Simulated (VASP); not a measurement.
Write the native input for VASP 6.6.1 that does the following.

```
Task                   : single point
Functional             : PBEsol
Potentials or basis    : VASP PAW PBE potentials, release 64 (Mg_sv, O)
Cutoff                 : 840 eV
k mesh                 : 12 × 12 × 12
Occupations            : gaussian, width 0.05 eV
Spin                   : no spin polarisation
Dipole correction      : no
Further INCAR settings : ALGO = Normal; EDIFF = 1e-06; NBANDS = 18
```

The structure of MgO2 lies in POSCAR:

```
MgO2
1.0
    1.5566181855      0.8987139284      3.4939788749
   -1.5566181855      0.8987139284      3.4939788749
    0.0000000000     -1.7974278569      3.4939788749
Mg O
1 2
Direct
    0.0000000000      0.0000000000      0.0000000000
    0.4287860000      0.4287860000      0.4287860000
    0.5712140000      0.5712140000      0.5712140000
```

This cell differs from its parent crystal: strain -0.030 along x and y, +0.000 along z.

These files were run (other wordings do the same):

INCAR

```
SYSTEM = MgO2
PREC = Accurate ; ENCUT = 840
EDIFF = 1E-6 ; ISMEAR = 0
SIGMA = 0.05 ; LREAL = .False.
LASPH = .True. ; NELM = 120
ALGO = Normal ; ISIF = 2
LWAVE = .False. ; LCHARG = .False.
GGA = PS ; NBANDS = 18
GGA_COMPAT = .False.
```

KPOINTS

```
Automatic mesh
0
Gamma
  12 12 12
  0 0 0
```

Potentials or basis: VASP PAW PBE potentials, release 64 (Mg_sv, O).

The run is started by

```bash
$ cat potpaw_PBE.64/Mg_sv/POTCAR potpaw_PBE.64/O/POTCAR > POTCAR
$ mpirun -np 1 vasp_std > vasp.out
```

It gave:

```yaml
Pressure: 2.2 GPa
Largest_force: 0.597 eV/Å
Band_gap_on_the_k_mesh: 2.11 eV
```

Caveat: the cell differs from its parent crystal (strain -0.030 along x and y, +0.000 along z); the stress differs along the axes, from -5 to 6 GPa; the PAW data sets were made with another functional, which shifts forces and pressure a little.

It took 2.7 min on 1 thread of AMD EPYC 9R45 96-Core Processor (Zen 5), on a shared host, peak memory 0.33 GiB.
